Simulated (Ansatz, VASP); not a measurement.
## Two plane-wave programs on TiSe3

```xyz
4
Lattice="3.9595 0.0000 0.0000 0.0000 3.9595 0.0000 0.0000 0.0000 5.3997" Properties=species:S:1:pos:R:3 pbc="T T T"
Ti    1.9798    1.9798    2.6999
Se    0.0000    0.0000    0.0000
Se    0.0000    0.0000    2.6999
Se    1.9798    1.9798    0.0000
```

Alike in both runs: functional PBE; k mesh 6 × 6 × 4; occupations gaussian, width 0.1 eV; collinear spin.

Ansatz relaxed the structure, and its values are those at the end. VASP's run is a single point on that final structure, the one shown.

```csv
,VASP,Ansatz
version,VASP 6.6.1,Ansatz 0.2.0
potentials or method,"VASP PAW PBE potentials, release 64 (Ti_sv, Se), cutoff 520 eV","scalar-relativistic, plane waves, PAW"
valence electrons in the cell,30,60
```

VASP gave:

```
gap on the k mesh at the Fermi level (eV)                     : none
pressure (GPa)                                                : -0.1
net moment per atom (μB)                                      : 0.46
size of the moment on the site where the two differ most (μB) : 1.44
```

Question: What did Ansatz give for the same quantities?

Answer: gap on the k mesh at the Fermi level (eV): none; pressure (GPa): -0.1; net moment per atom (μB): 0.46; size of the moment on the site where the two differ most (μB): 1.41.

Site moments also hang on the region over which each program counts them. A gap of «none» marks a metal or a gap that the smearing closes. The functional is the same, so the differences come from potentials, cutoffs and numerics. VASP's potentials hold 30 valence electrons a cell and Ansatz's 60, so a difference there can come from the potentials and not from the codes.
